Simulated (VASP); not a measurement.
Input of a VASP 6.6.1 run:

The input INCAR:

```
PREC = Accurate
ENCUT = 600
EDIFF = 1E-6
ISMEAR = -1
SIGMA = 0.05
LREAL = False
LASPH = True
NELM = 60
ALGO = Normal
ISIF = 3
LWAVE = False
LCHARG = False
GGA = PS
IBRION = 2
NSW = 80
EDIFFG = -0.02
PSTRESS = 200.0
```

Contents of KPOINTS:

```
Automatic mesh
0
Gamma
  8 8 8
```

POSCAR

```
NaCl
1.0
    0.0000000000      2.7940632177      2.7940632177
    2.7940632177      0.0000000000      2.7940632177
    2.7940632177      2.7940632177      0.0000000000
Cl Na
1 1
Direct
    0.5000000000      0.5000000000      0.5000000000
    0.0000000000      0.0000000000      0.0000000000
```

Potentials or basis: VASP PAW PBE potentials, release 64 (Cl, Na_pv).

Command:

```bash
$ cat potpaw_PBE.64/Cl/POTCAR potpaw_PBE.64/Na_pv/POTCAR > POTCAR
$ mpirun -np 1 vasp_std > vasp.out
```

Task: Estimate the relaxed volume.

Result: 15.62 Å³/atom.

Task: Predict the band gap on the k mesh.

Result: 6.70 eV.

Task: Predict the relaxed cell.

Result: a = 3.535 Å, b = 3.535 Å, c = 3.535 Å, α = 60.00°, β = 60.00°, γ = 60.00°.

Task: Predict the space group after relaxing (to 0.1 Å).

Result: Fm-3m (No. 225).

Final structure:
```xyz
2
Lattice="0.0000 2.4998 2.4998 2.4998 0.0000 2.4998 2.4998 2.4998 0.0000" Properties=species:S:1:pos:R:3 pbc="T T T"
Cl    2.4998    2.4998    2.4998
Na    0.0000    0.0000    0.0000
```

Caveat: the cell is relaxed towards a set pressure, so the run minimises the enthalpy, not the energy; the volume moved by over 15 % at a fixed basis, so the end points are rough; the PAW data sets were made with another functional, which shifts forces and pressure a little.
